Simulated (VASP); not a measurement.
The system is MgS.

```xyz
2
Lattice="0.0000 2.6015 2.6015 2.6015 0.0000 2.6015 2.6015 2.6015 0.0000" Properties=species:S:1:pos:R:3 pbc="T T T"
Mg    0.0000    0.0000    0.0000
S     2.6015    2.6015    2.6015
```

Base run:

| Quantity | Value |
| --- | --- |
| Program | VASP 6.6.1 |
| Functional | HSE06 |
| Potentials or basis | VASP PAW PBE potentials, release 64 (Mg, S) |
| Cutoff | 520 eV |
| k mesh | 6 × 6 × 6 |
| Occupations | gaussian, width 0.01 eV |
| Spin | no spin polarisation |

Its results: band gap on the k mesh 3.75 eV (least direct gap 4.80 eV); pressure -0.7 GPa.

Task: After a change of settings the same cell gave: band gap on the k mesh 2.77 eV (least direct gap 3.71 eV); pressure 0.9 GPa. Which change was it?
A. functional from HSE06 to PBE; further incar settings from ALGO = Normal; EDIFF = 1e-07; NBANDS = 11 to ALGO = Normal; EDIFF = 1e-06; NBANDS = 11
B. functional from HSE06 to PBE0; further incar settings from ALGO = Normal; EDIFF = 1e-07; NBANDS = 11 to ALGO = Normal; EDIFF = 1e-06; NBANDS = 11
C. functional from HSE06 to r2SCAN

Result: A.

Caveats: the PAW data sets were made with another functional, which shifts forces and pressure a little (at least some runs).
